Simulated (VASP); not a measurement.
The system is FePt.

```xyz
2
Lattice="1.5079 -2.1326 0.0000 1.5079 2.1326 0.0000 0.0000 0.0000 4.2651" Properties=species:S:1:pos:R:3 pbc="T T T"
Fe    1.5079    0.0000    2.1326
Pt    0.0000    0.0000    0.0000
```

| Property | Result |
| --- | --- |
| Program | VASP 6.6.1 |
| Task | relaxation of cell and atoms |
| Functional | PBE |
| Potentials or basis | VASP PAW PBE potentials, release 64 (Fe, Pt) |
| Cutoff | 600 eV |
| k mesh | 8 × 8 × 4 |
| Occupations | gaussian, width 0.1 eV |
| Spin | collinear spin, ferromagnetic start |
| Starting moments | [4.0, 0.0] μB |

At the start: pressure 10.5 GPa; volume 13.72 Å³/atom.

**Question.** How do energy, volume and symmetry change on relaxing?

**Answer.** Over 23 steps the energy falls by 230.8 meV/atom and the volume is 13.96 Å³/atom (+1.8 %); space group Cmmm (No. 65, to 0.1 Å) before, P4/mmm (No. 123, to 0.1 Å); moment 3.27 μB per cell.

The path:
```tsv
step	energy change (eV)	largest force (eV/Å)	pressure (GPa)	volume (Å³)
1	0.0000	0.0000	10.47	27.43
2	0.0169	0.0000	-12.77	31.11
3	-0.0695	0.0000	-2.29	29.07
4	-0.1093	0.0000	-1.01	28.83
5	-0.1441	0.0000	2.05	28.34
6	-0.1589	0.0000	1.99	28.33
7	-0.2059	0.0000	1.84	28.27
8	-0.2830	0.0000	2.17	28.08
9	-0.3071	0.0000	6.25	27.36
10	-0.3258	0.0000	3.90	27.67
11	-0.3245	0.0000	4.71	27.57
12	-0.3759	0.0000	0.13	28.08
13	-0.3988	0.0000	-4.71	28.76
14	-0.4320	0.0000	-2.16	28.27
15	-0.4484	0.0000	1.56	27.73
16	-0.4486	0.0000	2.24	27.64
17	-0.4573	0.0000	0.56	27.86
18	-0.4583	0.0000	-0.26	27.97
19	-0.4600	0.0000	0.03	27.93
20	-0.4614	0.0000	0.75	27.83
21	-0.4614	0.0000	0.65	27.84
22	-0.4615	0.0000	-0.59	28.00
23	-0.4617	0.0000	-0.06	27.93
```

Final structure:
```
CELL_PARAMETERS angstrom
1.92445 -1.92630 0.00000
1.92445 1.92630 0.00000
0.00000 0.00000 3.76711
ATOMIC_POSITIONS crystal
Fe 0.50000 0.50000 0.50000
Pt 0.00000 0.00000 0.00000
```

Caveat: the k points lie up to 0.42 Å⁻¹ apart in the final cell.
